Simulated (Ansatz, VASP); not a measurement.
# One calculation of Zr2HS4, two programs

INCAR

```
PREC     = Accurate       # precision mode
ENCUT    = 400            # plane-wave cutoff, eV
EDIFF    = 1E-6           # SCF threshold, eV
ISMEAR   = 0              # smearing method
SIGMA    = 0.05           # smearing width, eV
LREAL    = F              # projectors in reciprocal space
LASPH    = T              # aspherical terms in the spheres
NELM     = 120            # most SCF steps
ALGO     = Normal         # electronic algorithm
ISIF     = 2              # what is computed and relaxed
LWAVE    = F              # write WAVECAR
LCHARG   = F              # write CHGCAR
LDIPOL   = T            
IDIPOL   = 3            
DIPOL    = 0.5 0.5 0.296
GGA      = PE             # functional
IVDW     = 12             # dispersion correction
NBANDS   = 62             # bands
GGA_COMPAT= F            
NELMDL   = -8
```

KPOINTS

```
regular mesh
0
Gamma
  6 6 1
```

POSCAR

```
Zr2HS4
1.0
    7.2976778227      0.0000000000      0.0000000000
   -3.6488389114      6.3199743831      0.0000000000
    0.0000000000      0.0000000000     20.9171506047
S Zr H
8 4 2
Direct
    0.3333333333      0.1666666667      0.1912306354
    0.3333333333      0.6666666667      0.1912306354
    0.8333333333      0.1666666667      0.1912306354
    0.8333333333      0.6666666667      0.1912306354
    0.1666666667      0.3333333333      0.3306927762
    0.1666666667      0.8333333333      0.3306927762
    0.6666666667      0.3333333333      0.3306927762
    0.6666666667      0.8333333333      0.3306927762
    0.0000000000      0.0000000000      0.2609617058
    0.0000000000      0.5000000000      0.2609617058
    0.5000000000      0.0000000000      0.2609617058
    0.5000000000      0.5000000000      0.2609617058
    0.3076212038      0.6923787962      0.5028003481
    0.3590454629      0.6409545371      0.5028003481
```

Input for Ansatz:

```yaml
crystal:
  lattice:
    - [7.2976778227, 0.0, 0.0]
    - [-3.6488389114, 6.3199743831, 0.0]
    - [0.0, 0.0, 20.9171506047]
  atoms:
    - { symbol: S, position: [0.3333333333, 0.1666666667, 0.1912306354] }
    - { symbol: S, position: [0.3333333333, 0.6666666667, 0.1912306354] }
    - { symbol: S, position: [0.8333333333, 0.1666666667, 0.1912306354] }
    - { symbol: S, position: [0.8333333333, 0.6666666667, 0.1912306354] }
    - { symbol: Zr, position: [0.0, 0.0, 0.2609617058] }
    - { symbol: Zr, position: [0.0, 0.5, 0.2609617058] }
    - { symbol: Zr, position: [0.5, 0.0, 0.2609617058] }
    - { symbol: Zr, position: [0.5, 0.5, 0.2609617058] }
    - { symbol: S, position: [0.1666666667, 0.3333333333, 0.3306927762] }
    - { symbol: S, position: [0.1666666667, 0.8333333333, 0.3306927762] }
    - { symbol: S, position: [0.6666666667, 0.3333333333, 0.3306927762] }
    - { symbol: S, position: [0.6666666667, 0.8333333333, 0.3306927762] }
    - { symbol: H, position: [0.3076212038, 0.6923787962, 0.5028003481] }
    - { symbol: H, position: [0.3590454629, 0.6409545371, 0.5028003481] }
basis:
  ecutwfc: 420
kpoints:
  mp_grid: { grid: [6, 6, 1] }
hamiltonian:
  xc: pbe
  pseudopotentials: { kind: paw, azcp: { folder: soft_1 } }
  dispersion: d3bj
scf:
  occupations: { method: gaussian, width: 0.05 }
output:
  forces: true
  eigenvalues: true
efield:
  axis: 3
  dipole_correction: true
  ramp_width: 0.04
```

Alike in both runs: task single point; functional PBE; dispersion D3(BJ); k mesh 6 × 6 × 1; occupations gaussian, width 0.05 eV; no spin polarisation.

|  | VASP | Ansatz |
| --- | --- | --- |
| version | VASP 6.6.1 | Ansatz 0.2.0 |
| potentials or method | VASP PAW PBE potentials, release 64 (S, Zr_sv, H), cutoff 400 eV | scalar-relativistic, plane waves, PAW |
| valence electrons in the cell | 98 | 98 |

```tsv
	VASP	Ansatz	Ansatz less VASP
gap on the k mesh at the Fermi level (eV)	1.10	1.11	+0.003
least direct gap on the mesh (eV)	1.10	1.11	+0.003
rms of the force components (eV/Å)	1.064	1.059	-0.0052
```
